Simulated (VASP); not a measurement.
# Mn (P6/mmm) in VASP: single point with PBE

Aim: the single point of Mn with PBE.

Program: VASP 6.6.1. These are calculated values, not measurements. Logs are shortened: lines on timing, memory, paths and dates and some standing lists are left out, and cuts for length are marked.

## 1. The cell of the first run

It takes space group P6/mmm (No. 191, hexagonal). The conventional cell has a = 2.969 Å, b = 2.969 Å, c = 1.822 Å, α = 90.00°, β = 90.00°, γ = 120.00°. Within 2.4 Å of Mn (site symmetry 6/mmm) lie 14 Mn at 1.82 to 1.94 Å. Within 2.3 Å of Mn (site symmetry -6m2) lie 11 Mn at 1.71 to 1.94 Å.

This isn't the form of Mn at room conditions, which is a 58-atom cubic cell.

## 2. Single point, PBE, collinear spin, ferromagnetic start (4.63 Å³/atom)

Contents of POSCAR:

```
Mn
1.0
    2.9685498948      0.0000000000      0.0000000000
   -1.4842749474      2.5708396213      0.0000000000
    0.0000000000      0.0000000000      1.8218278353
Mn
3
Direct
    0.0000000000      0.0000000000      0.0000000000
    0.3333333333      0.6666666667      0.5000000000
    0.6666666667      0.3333333333      0.5000000000
```

Contents of INCAR.step1:

```
PREC     = Accurate       # precision mode
ENCUT    = 520            # plane-wave cutoff, eV
EDIFF    = 1E-7           # SCF threshold, eV
ISMEAR   = -1             # smearing method
SIGMA    = 0.05           # smearing width, eV
LREAL    = False          # projectors in reciprocal space
LASPH    = True           # aspherical terms in the spheres
NELM     = 150            # most SCF steps
ALGO     = Normal         # electronic algorithm
ISIF     = 2              # what is computed and relaxed
LWAVE    = False          # write WAVECAR
LCHARG   = True           # write CHGCAR
ISPIN    = 2              # spin polarisation
MAGMOM   = 3 3 3          # initial moments
LMAXMIX  = 4              # l up to which the mixer works
GGA      = PE             # functional
NBANDS   = 30             # bands
```

Contents of KPOINTS.step1:

```
Automatic mesh
0
Gamma
  9 9 12
```

Contents of INCAR.step2:

```
PREC     = Accurate       # precision mode
ENCUT    = 520            # plane-wave cutoff, eV
EDIFF    = 1E-7           # SCF threshold, eV
ISMEAR   = -5             # smearing method
SIGMA    = 0.05           # smearing width, eV
LREAL    = False          # projectors in reciprocal space
LASPH    = True           # aspherical terms in the spheres
NELM     = 150            # most SCF steps
ALGO     = Normal         # electronic algorithm
ISIF     = 2              # what is computed and relaxed
LWAVE    = False          # write WAVECAR
LCHARG   = False          # write CHGCAR
ISPIN    = 2              # spin polarisation
MAGMOM   = 3 3 3          # initial moments
LORBIT   = 11             # projections on sites
LMAXMIX  = 4              # l up to which the mixer works
GGA      = PE             # functional
NBANDS   = 30             # bands
NEDOS    = 1001           # points of the DOS
ICHARG   = 11             # starting density
```

Contents of KPOINTS.step2:

```
Automatic mesh
0
Gamma
  14 14 18
```

Potentials or basis: VASP PAW PBE potentials, release 64 (Mn_pv).

Launch:

```sh
$ cat potpaw_PBE.64/Mn_pv/POTCAR > POTCAR
$ cp INCAR.step1 INCAR
$ cp KPOINTS.step1 KPOINTS
$ mpirun -np 1 vasp_std > vasp.out
$ cp INCAR.step2 INCAR
$ cp KPOINTS.step2 KPOINTS
$ mpirun -np 1 vasp_std > vasp.out
```

OUTCAR:

```text
PREC = Accurate
   ENCUT = 520
   EDIFF = 1E-7
   ISMEAR = -5
   LREAL = False
   LASPH = True
   NELM = 150
   ISIF = 2
   ISPIN = 2
   LORBIT = 11
   GGA = PE
   ICHARG = 11

 ion  position               nearest neighbor table
   1  0.000  0.000  0.000-   2 1.94   3 1.94   2 1.94   3 1.94   3 1.94   3 1.94   2 1.94   2 1.94
                             3 1.94   3 1.94   2 1.94   2 1.94
   2  0.333  0.667  0.500-   3 1.71   3 1.71   3 1.71   1 1.94   1 1.94   1 1.94   1 1.94   1 1.94
                             1 1.94   3 2.50   3 2.50   3 2.50   3 2.50   3 2.50   3 2.50
   3  0.667  0.333  0.500-   2 1.71   2 1.71   2 1.71   1 1.94   1 1.94   1 1.94   1 1.94   1 1.94
                             1 1.94   2 2.50   2 2.50   2 2.50   2 2.50   2 2.50   2 2.50

  LATTYP: Found a hexagonal cell.
 ALAT       =     2.9685498948
 C/A-ratio  =     0.6137096899

  Lattice vectors:

 A1 = (   2.9685498948,   0.0000000000,   0.0000000000)
 A2 = (  -1.4842749474,   2.5708396213,   0.0000000000)
 A3 = (   0.0000000000,   0.0000000000,   1.8218278353)

Analysis of symmetry for initial positions (statically):
=====================================================================
 Subroutine PRICEL returns:
 Original cell was already a primitive cell.

 Routine SETGRP: Setting up the symmetry group for a
 hexagonal supercell.

 Subroutine GETGRP returns: Found 24 space group operations
 (whereof 24 operations were pure point group operations)
 out of a pool of 24 trial point group operations.

The static configuration has the point symmetry D_6h.

Analysis of symmetry for dynamics (positions and initial velocities):
=====================================================================
 Subroutine PRICEL returns:
 Original cell was already a primitive cell.

 Routine SETGRP: Setting up the symmetry group for a
 hexagonal supercell.

 Subroutine GETGRP returns: Found 24 space group operations
 (whereof 24 operations were pure point group operations)
 out of a pool of 24 trial point group operations.

The dynamic configuration has the point symmetry D_6h.

Analysis of structural, dynamic, and magnetic symmetry:
=====================================================================
 Subroutine PRICEL returns:
 Original cell was already a primitive cell.

 Routine SETGRP: Setting up the symmetry group for a
 hexagonal supercell.

 Subroutine GETGRP returns: Found 24 space group operations
 (whereof 24 operations were pure point group operations)
 out of a pool of 24 trial point group operations.

The overall configuration has the point symmetry D_6h.

 Subroutine INISYM returns: Found 24 space group operations
 (whereof 24 operations are pure point group operations),
 and found     1 'primitive' translations

----------------------------------------------------------------------------------------

                                     Primitive cell

  volume of cell :      13.9036

  direct lattice vectors                    reciprocal lattice vectors
     2.968549895  0.000000000  0.000000000     0.336864811  0.194488989  0.000000000
    -1.484274947  2.570839621  0.000000000     0.000000000  0.388977979  0.000000000
     0.000000000  0.000000000  1.821827835     0.000000000  0.000000000  0.548899287

  length of vectors
     2.968549895  2.968549895  1.821827835     0.388977979  0.388977979  0.548899287

  position of ions in fractional coordinates (direct lattice)
     0.000000000  0.000000000  0.000000000
     0.333333333  0.666666667  0.500000000
     0.666666667  0.333333333  0.500000000

  ion indices of the primitive-cell ions
   primitive index   ion index
                 1           1
                 2           2
                 3           3

----------------------------------------------------------------------------------------

 KPOINTS: Automatic mesh

Automatic generation of k-mesh.
 Grid dimensions read from file:
 generate k-points for:   14   14   18

 Generating k-lattice:

  Cartesian coordinates                     Fractional coordinates (reciprocal lattice)
     0.024061772  0.013892071  0.000000000     0.071428571  0.000000000  0.000000000
     0.000000000  0.027784141  0.000000000     0.000000000  0.071428571  0.000000000
     0.000000000  0.000000000  0.030494405     0.000000000  0.000000000  0.055555556

  Length of vectors
     0.027784141  0.027784141  0.030494405

  Shift w.r.t. Gamma in fractional coordinates (k-lattice)
     0.000000000  0.000000000  0.000000000

 TETIRR: Found   3654 inequivalent tetrahedra from    21168

 Subroutine IBZKPT returns following result:
 ===========================================

 Found    240 irreducible k-points:

 Following reciprocal coordinates:
            Coordinates               Weight
  0.000000  0.000000  0.000000      1.000000
  0.071429 -0.000000  0.000000      6.000000
  0.142857 -0.000000  0.000000      6.000000
  0.214286 -0.000000  0.000000      6.000000
  0.285714 -0.000000  0.000000      6.000000
  0.357143 -0.000000  0.000000      6.000000
[... 16 lines left out ...]
  0.285714  0.285714  0.000000      6.000000
  0.357143  0.285714  0.000000      6.000000
 [... further k-points ...]
   k-points           NKPTS =    240   k-points in BZ     NKDIM =    240   number of bands    NBANDS=     30
   number of dos      NEDOS =   1001   number of ions     NIONS =      3
   total plane-waves  NPLWV =   8064
   dimension x,y,z NGX =    24 NGY =   24 NGZ =   14
   dimension x,y,z NGXF=    48 NGYF=   48 NGZF=   28
   ions per type =               3
   NGX,Y,Z   is equivalent  to a cutoff of  13.44, 13.44, 12.78 a.u.
   NGXF,Y,Z  is equivalent  to a cutoff of  26.88, 26.88, 25.55 a.u.
 SYSTEM =  unknown system
   PREC   = accura    normal or accurate (medium, high low for compatibility)
   ISTART =      0    job   : 0-new  1-cont  2-samecut
   ICHARG =     11    charge: 1-file 2-atom 10-const
   ISPIN  =      2    spin polarized calculation?
   LNONCOLLINEAR =      F non collinear calculations
   LSORBIT =      F    spin-orbit coupling
   LASPH  =      T    aspherical Exc in radial PAW
   ENCUT  =  520.0 eV  38.22 Ry    6.18 a.u.   5.52  5.52  3.39*2*pi/ulx,y,z
   NELM   =    150;   NELMIN=  2; NELMDL=  0     # of ELM steps
   EDIFF  = 0.1E-06   stopping-criterion for ELM
   LREAL  =      F    real-space projection
   EDIFFG = 0.1E-05   stopping-criterion for IOM
   NSW    =      0    number of steps for IOM
   IBRION =     -1    ionic relax: 0-MD 1-quasi-New 2-CG
   NFREE  =      0    steps in history (QN), initial steepest desc. (CG)
   ISIF   =      2    stress and relaxation
   ISYM   =      2    0-nonsym 1-usesym 2-fastsym
   POTIM  = 0.5000    time-step for ionic-motion
   TEBEG  =    0.0;   TEEND  =   0.0 temperature during run
   PSTRESS=    0.0 pullay stress
   NELECT =      39.0000    total number of electrons
   NUPDOWN=      -1.0000    fix difference up-down
   EMIN   =  10.00;   EMAX   =-10.00  energy-range for DOS
   EFERMI =   0.00;   METHOD = LEGACY
   ISMEAR =    -5;   SIGMA  =   0.05  broadening in eV -4-tet -1-fermi 0-gaus
   EFERMI_NEDOS =   21; number of points for ismear=-14 and -15
   IALGO  =     38    algorithm
   IMIX   =      4    mixing-type and parameters
     AMIX     =   0.40;   BMIX     =  1.00
     AMIX_MAG =   1.60;   BMIX_MAG =  1.00
  volume/ion in A,a.u.               =       4.63        31.28
  Fermi-wavevector in a.u.,A,eV,Ry     =   2.308806  4.363011 72.527025  5.330586
  Thomas-Fermi vector in A             =   3.240020
   LORBIT       =     11    0 simple, 1 ext, 2 COOP (PROOUT), +10 PAW based schemes
   GGA     = PE    functional components
   LHFCALC =     F    Hartree Fock is set to
   AEXX    =    0.0000 exact exchange contribution
   IVDW    =     0    specifies the selected vdW correction
   LEPSILON=     F    determine dielectric tensor
   LRPA    =     F    only Hartree local field effects (RPA)
 spin polarized calculation
 Fermi weights with tetrahedron method with Bloechl corrections
  energy-cutoff  :      520.00
  volume of cell :       13.90
 maximum number of plane-waves:       397
 NGX is ok and might be reduce to    24

 number of electron      38.9999966 magnetization      -0.0000022

 Free energy of the ion-electron system (eV)
  ---------------------------------------------------
  ext. energy  EPLUGINS =         0.00000000
  ---------------------------------------------------
  free energy    TOTEN  =        12.98045628 eV

  energy without entropy =       12.98045628  energy(sigma->0) =       12.98045628

 E-fermi :  28.5899     XC(G=0): -19.8913

 val. band max:       28.7822194364   @ k =   0.2857   0.2143   0.0000
 cond. band min:      28.4893669496   @ k =   0.2857   0.2857   0.4444
 fundamental gap:     -0.2928524868
 Fermi energy:        28.5898879752

 spin component 1

 k-point     1 :       0.0000    0.0000    0.0000
  band No.  band energies     occupation
      1     -24.6215      1.00000
      2     -24.6214      1.00000
      3     -23.0667      1.00000
      4     -23.0666      1.00000
      5     -19.9098      1.00000
      6     -17.9097      1.00000
[... 22 lines left out ...]
     29      49.7311      0.00000
     30      54.0676      0.00000
[... 728 lines left out ...]
  band No.  band energies     occupation
      1     -25.3708      1.00000
      2     -24.0440      1.00000
      3     -23.5653      1.00000
      4     -19.2901      1.00000
      5     -19.2797      1.00000
      6     -18.7089      1.00000
[... 22 lines left out ...]
     29      55.6762      0.00000
     30      55.9040      0.00000

 [... further k-points ...]

 spin component 2

 k-point     1 :       0.0000    0.0000    0.0000
  band No.  band energies     occupation
      1     -24.6215      1.00000
      2     -24.6214      1.00000
      3     -23.0667      1.00000
      4     -23.0666      1.00000
      5     -19.9098      1.00000
      6     -17.9097      1.00000
[... 22 lines left out ...]
     29      49.7311      0.00000
     30      54.0673      0.00000
[... 728 lines left out ...]
  band No.  band energies     occupation
      1     -25.3708      1.00000
      2     -24.0440      1.00000
      3     -23.5653      1.00000
      4     -19.2901      1.00000
      5     -19.2797      1.00000
      6     -18.7089      1.00000
[... 22 lines left out ...]
     29      55.6762      0.00000
     30      55.9040      0.00000

 [... further k-points ...]
[... 5 lines left out ...]
  --------------------------------------------------------------------------------------
  -------------------------------------------------------------------------------------
  Total      127.9813364    127.9813364    125.8587004      0.0000000      0.0000000      0.0000000
  in kB    14747.9125100  14747.9125100  14503.3108277      0.0000000      0.0000000      0.0000000
  external PRESSURE =   14666.3786159 kB  Pullay stress =       0.0000000 kB

 VOLUME and BASIS-vectors are now :
 -----------------------------------------------------------------------------
  energy-cutoff  :      520.00
  volume of cell :       13.90
      direct lattice vectors                 reciprocal lattice vectors
     2.968549895  0.000000000  0.000000000     0.336864811  0.194488989  0.000000000
    -1.484274947  2.570839621  0.000000000     0.000000000  0.388977979  0.000000000
     0.000000000  0.000000000  1.821827835     0.000000000  0.000000000  0.548899287

 POSITION                                       TOTAL-FORCE (eV/Angst)
 -----------------------------------------------------------------------------------
      0.00000      0.00000      0.00000        -0.000000     -0.000000     -0.000000
     -0.00000      1.71389      0.91091        -0.000000      0.000000     -0.000000
      1.48427      0.85695      0.91091         0.000000      0.000000      0.000000
 -----------------------------------------------------------------------------------
    total drift:                                0.000000      0.000000      0.000000

  FREE ENERGIE OF THE ION-ELECTRON SYSTEM (eV)
  ---------------------------------------------------
  free  energy   TOTEN  =        12.9804562839 eV

  energy  without entropy=       12.9804562839  energy(sigma->0) =       12.98045628

 total charge

# of ion       s       p       d       tot
------------------------------------------
    1        0.862   7.250   7.187  15.299
    2        0.879   7.268   7.235  15.383
    3        0.879   7.268   7.235  15.383
--------------------------------------------------
tot          2.620  21.787  21.658  46.065

 magnetization (x)

# of ion       s       p       d       tot
------------------------------------------
    1       -0.000  -0.000  -0.000  -0.000
    2        0.000  -0.000  -0.000  -0.000
    3        0.000  -0.000  -0.000  -0.000
--------------------------------------------------
tot         -0.000  -0.000  -0.000  -0.000
```

Wall time 2.3 min (1 thread of Intel Xeon Platinum 8488C (Sapphire Rapids), shared host); peak memory 0.27 GiB.

What came out:

```yaml
Net_moment: 0.00 μB per cell
```

Levels at points of the mesh, in eV from the Fermi level:
Spin up:
```csv
k point,band 17,band 18,band 19,band 20,band 21,band 22
"(0.00, 0.00, 0.00)",-4.53,-2.83,-2.83,-1.30,-1.30,-1.03
"(0.50, 0.00, 0.00)",-3.37,-2.61,-0.55,-0.31,3.59,3.66
"(0.00, 0.00, 0.50)",-2.63,-1.70,-1.70,3.32,3.32,4.53
"(0.50, 0.00, 0.50)",-2.89,-1.38,0.56,1.78,3.09,3.65
```
Spin down:
```tsv
k point	band 16	band 17	band 18	band 19	band 20	band 21	band 22	band 23
(0.00, 0.00, 0.00)	-4.74	-4.53	-2.83	-2.83	-1.30	-1.30	-1.03	-1.03
(0.50, 0.00, 0.00)	-3.83	-3.37	-2.61	-0.55	-0.31	3.59	3.66	3.77
(0.00, 0.00, 0.50)	-3.17	-2.63	-1.70	-1.70	3.32	3.32	4.53	4.53
(0.50, 0.00, 0.50)	-5.74	-2.89	-1.38	0.56	1.78	3.09	3.65	4.82
```

Caveat: atoms lie so close that the PAW spheres overlap strongly, which falsifies energies and pressures; tetrahedron occupations give inexact forces and stress in metals.
